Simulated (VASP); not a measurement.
# ZnS (F-43m) in VASP: a series of runs, part 2 of 2

VASP 6.6.1. Earlier steps stand in the parts before.

## 4. Single point, PBE

This run uses another cell than the first one, of 14.97 Å³/atom.

File INCAR:

```
PREC = Accurate
ENCUT = 520
EDIFF = 1E-6
ISMEAR = 0
SIGMA = 0.01
LREAL = F
LASPH = T
NELM = 60
ALGO = Normal
ISIF = 2
LWAVE = F
LCHARG = T
GGA = PE
LELF = T
LVHAR = T
NBANDS = 16
```

File KPOINTS:

```
Automatic mesh
0
Gamma
  10 10 10
```

File POSCAR:

```
ZnS
1.0
    0.0000000000      2.4646788120      2.4646788120
    2.4646788120      0.0000000000      2.4646788120
    2.4646788120      2.4646788120      0.0000000000
Zn S
1 1
Direct
    0.0000000000      0.0000000000      0.0000000000
    0.7500000000      0.7500000000      0.7500000000
```

Potentials or basis: VASP PAW PBE potentials, release 64 (Zn, S).

Launch:

```
cat potpaw_PBE.64/Zn/POTCAR potpaw_PBE.64/S/POTCAR > POTCAR
mpirun -np 1 vasp_std > vasp.out
```

OUTCAR:

```text
PREC = Accurate
   ENCUT = 520
   EDIFF = 1E-6
   ISMEAR = 0
   LREAL = F
   LASPH = T
   NELM = 60
   ISIF = 2
   GGA = PE

 ion  position               nearest neighbor table
   1  0.000  0.000  0.000-   2 2.13   2 2.13   2 2.13   2 2.13
   2  0.750  0.750  0.750-   1 2.13   1 2.13   1 2.13   1 2.13

  LATTYP: Found a face centered cubic cell.
 ALAT       =     4.9293576240

  Lattice vectors:

 A1 = (   0.0000000000,   2.4646788120,   2.4646788120)
[... 643 lines left out ...]
------------------------ aborting loop because EDIFF is reached ----------------------------------------

  FORCE on cell =-STRESS in cart. coord.  units (eV):
  Direction    XX          YY          ZZ          XY          YZ          ZX
  --------------------------------------------------------------------------------------
  -------------------------------------------------------------------------------------
  Total        7.5471496      7.5471496      7.5471496     -0.0000000      0.0000000      0.0000000
  in kB      403.8150937    403.8150937    403.8150937     -0.0000000      0.0000000      0.0000000
  external PRESSURE =     403.8150937 kB  Pullay stress =       0.0000000 kB

 VOLUME and BASIS-vectors are now :
 -----------------------------------------------------------------------------
  energy-cutoff  :      520.00
  volume of cell :       29.94
      direct lattice vectors                 reciprocal lattice vectors
     0.000000000  2.464678812  2.464678812    -0.202866190  0.202866190  0.202866190
     2.464678812  0.000000000  2.464678812     0.202866190 -0.202866190  0.202866190
     2.464678812  2.464678812  0.000000000     0.202866190  0.202866190 -0.202866190

 POSITION                                       TOTAL-FORCE (eV/Angst)
 -----------------------------------------------------------------------------------
      0.00000      0.00000      0.00000        -0.000000      0.000000      0.000000
      3.69702      3.69702      3.69702         0.000000     -0.000000     -0.000000
 -----------------------------------------------------------------------------------
    total drift:                               -0.000002     -0.000002     -0.000002

  FREE ENERGIE OF THE ION-ELECTRON SYSTEM (eV)
  ---------------------------------------------------
  free  energy   TOTEN  =        -5.8447644962 eV

  energy  without entropy=       -5.8447644962  energy(sigma->0) =       -5.84476450
```

OSZICAR:

```text
N       E                     dE             d eps       ncg     rms          rms(c)
DAV:   1     0.908608041868E+02    0.90861E+02   -0.91896E+03  1520   0.148E+03
DAV:   2    -0.966126121129E+00   -0.91827E+02   -0.86150E+02  1688   0.273E+02
DAV:   3    -0.631339905184E+01   -0.53473E+01   -0.53236E+01  1896   0.638E+01
DAV:   4    -0.636362315463E+01   -0.50224E-01   -0.50214E-01  1808   0.631E+00
DAV:   5    -0.636407245554E+01   -0.44930E-03   -0.44929E-03  1960   0.600E-01    0.119E+01
DAV:   6    -0.588636990667E+01    0.47770E+00   -0.86608E-01  2200   0.374E+01    0.877E+00
DAV:   7    -0.584729482135E+01    0.39075E-01   -0.39599E-01  1880   0.727E+00    0.412E+00
DAV:   8    -0.584529758457E+01    0.19972E-02   -0.12740E-02  2112   0.271E+00    0.105E+00
DAV:   9    -0.584466640031E+01    0.63118E-03   -0.29116E-03  1760   0.437E-01    0.844E-02
DAV:  10    -0.584470509197E+01   -0.38692E-04   -0.29888E-04  1952   0.139E-01    0.911E-02
DAV:  11    -0.584476031825E+01   -0.55226E-04   -0.40559E-05  1656   0.457E-02    0.714E-02
DAV:  12    -0.584476427408E+01   -0.39558E-05   -0.23033E-05  1864   0.407E-02    0.118E-02
DAV:  13    -0.584476449620E+01   -0.22212E-06   -0.22518E-06  1736   0.153E-02
   1 F= -.58447645E+01 E0= -.58447645E+01  d E =-.378289-105
```

It took 13 s on 1 thread of Intel Xeon Platinum 8559C (Emerald Rapids), shared host; peak memory 0.16 GiB.

Results:

* Free energy: -5.8448 eV
* Pressure: 40.4 GPa
* Band gap on the k mesh: 2.64 eV (least direct gap 3.41 eV)

Caveat: the cell stands under pressure. A k mesh can miss the band edges.

## 5. Relaxation of cell and atoms, PBE, target pressure 40 GPa, at which the enthalpy is minimised

This run uses another cell than the first one, of 20.16 Å³/atom.

File INCAR:

```
PREC     = Accurate       # precision mode
ENCUT    = 600            # plane-wave cutoff, eV
EDIFF    = 1E-6           # SCF threshold, eV
ISMEAR   = 0              # smearing method
SIGMA    = 0.01           # smearing width, eV
LREAL    = F              # projectors in reciprocal space
LASPH    = T              # aspherical terms in the spheres
NELM     = 60             # most SCF steps
ALGO     = Normal         # electronic algorithm
ISIF     = 3              # what is computed and relaxed
LWAVE    = F              # write WAVECAR
LCHARG   = F              # write CHGCAR
GGA      = PE             # functional
IBRION   = 2              # ionic algorithm
NSW      = 80             # ionic steps
EDIFFG   = -0.001         # ionic threshold
PSTRESS  = 400.0
```

KPOINTS is that of step 4.

File POSCAR:

```
ZnS
1.0
    0.0000000000      2.7216977288      2.7216977288
    2.7216977288      0.0000000000      2.7216977288
    2.7216977288      2.7216977288      0.0000000000
Zn S
1 1
Direct
    0.0000000000      0.0000000000      0.0000000000
    0.7500000000      0.7500000000      0.7500000000
```

Launch:

```
cat potpaw_PBE.64/Zn/POTCAR potpaw_PBE.64/S/POTCAR > POTCAR
mpirun -np 1 vasp_std > vasp.out
```

It took 2 min on 1 thread of Intel Xeon Platinum 8559C (Emerald Rapids), shared host; peak memory 0.2 GiB.

Results (log left out):

| Item | Value |
| --- | --- |
| Free energy | -5.8600 eV |
| Relaxed volume | 15.00 Å³/atom |
| Relaxed cell | a = 3.488 Å, b = 3.488 Å, c = 3.488 Å, α = 60.00°, β = 60.00°, γ = 60.00° |
| Space group after relaxing (to 0.1 Å) | F-43m (No. 216) |
| Energy change on relaxing (the run minimises the enthalpy) | +496.3 meV/atom |
| Ionic steps | 25 |
| Pressure after relaxing | 40.0 GPa |
| Band gap on the k mesh | 2.65 eV (least direct gap 3.40 eV) |

Step by step:
```tsv
step	energy change (eV)	largest force (eV/Å)	pressure (GPa)	volume (Å³)
1	0.0000	0.0000	0.15	40.32
2	12.1876	0.0000	362.47	17.57
3	0.6772	0.0000	30.40	31.44
4	0.8488	0.0000	35.68	30.61
5	0.9968	0.0000	40.11	29.98
6	0.9507	0.0000	38.73	30.17
7	0.9534	0.0000	38.87	30.16
8	0.9613	0.0000	39.14	30.13
9	0.9615	0.0000	39.08	30.12
10	0.9619	0.0000	39.12	30.12
11	0.9628	0.0000	39.11	30.12
12	0.9646	0.0000	39.16	30.11
13	0.9682	0.0000	39.32	30.10
14	0.9755	0.0000	39.55	30.07
15	0.9901	0.0000	40.05	30.01
16	0.9885	0.0000	39.83	30.01
17	0.9896	0.0000	39.90	30.01
18	0.9896	0.0000	39.92	30.01
19	0.9899	0.0000	39.94	30.01
20	0.9899	0.0000	39.92	30.01
21	0.9900	0.0000	39.92	30.01
22	0.9902	0.0000	39.94	30.01
23	0.9905	0.0000	39.97	30.01
24	0.9912	0.0000	39.95	30.00
25	0.9926	0.0000	39.99	30.00
```

Final structure:
```cif
data_structure
_symmetry_space_group_name_H-M 'P 1'
_symmetry_Int_Tables_number 1
_cell_length_a 3.4877
_cell_length_b 3.4877
_cell_length_c 3.4877
_cell_angle_alpha 60.000
_cell_angle_beta 60.000
_cell_angle_gamma 60.000
_cell_volume 30.00
loop_
_atom_site_label
_atom_site_type_symbol
_atom_site_fract_x
_atom_site_fract_y
_atom_site_fract_z
_atom_site_occupancy
Zn1 Zn 0.00000 0.00000 0.00000 1
S1 S 0.75000 0.75000 0.75000 1
```

Levels at points of the mesh, in eV from the valence-band top:
```
           k point  band 6  band 7  band 8  band 9  band 10  band 11  band 12  band 13
(0.00, 0.00, 0.00)   -7.02    0.00    0.00    0.00     3.40     6.01     6.01     6.01
(0.50, 0.00, 0.00)   -6.96   -6.63   -1.34   -1.34     3.76     6.58     6.58     9.67
(0.50, 0.50, 0.00)   -6.71   -5.78   -3.40   -3.40     2.65     3.74    13.28    13.80
```

Caveat: the cell is relaxed towards a set pressure, so the run minimises the enthalpy, not the energy; the volume moved by over 15 % at a fixed basis, so the end points are rough. A k mesh can miss the band edges.

## 6. Overview

| task | cell | cutoff (eV) | gap on the mesh (eV) | pressure (GPa) |
| --- | --- | --- | --- | --- |
| single point | a = 3.576 Å, angles 60.0°, 2 atoms | 520 | 2.88 | 25.3 |
| relaxation of cell and atoms | relaxed to 25 GPa from a = 3.849 Å, angles 60.0°, 2 atoms | 600 | 2.89 | 25.0 |
| single point | a = 3.486 Å, angles 60.0°, 2 atoms | 520 | 2.64 | 40.4 |
| relaxation of cell and atoms | relaxed to 40 GPa from a = 3.849 Å, angles 60.0°, 2 atoms | 600 | 2.65 | 40.0 |

Alike in all rows: level PBE; potentials or basis VASP PAW PBE potentials, release 64 (Zn, S); no spin polarisation; k mesh 10 × 10 × 10; smearing gaussian 0.01 eV.

Caveats: the cell stands under pressure (at least some runs); the cell is relaxed towards a set pressure, so the run minimises the enthalpy, not the energy (at least some runs); the volume moved by over 15 % at a fixed basis, so the end points are rough (at least some runs).

Total energies depend on the potentials used, so only differences within one code and one set of settings carry meaning.
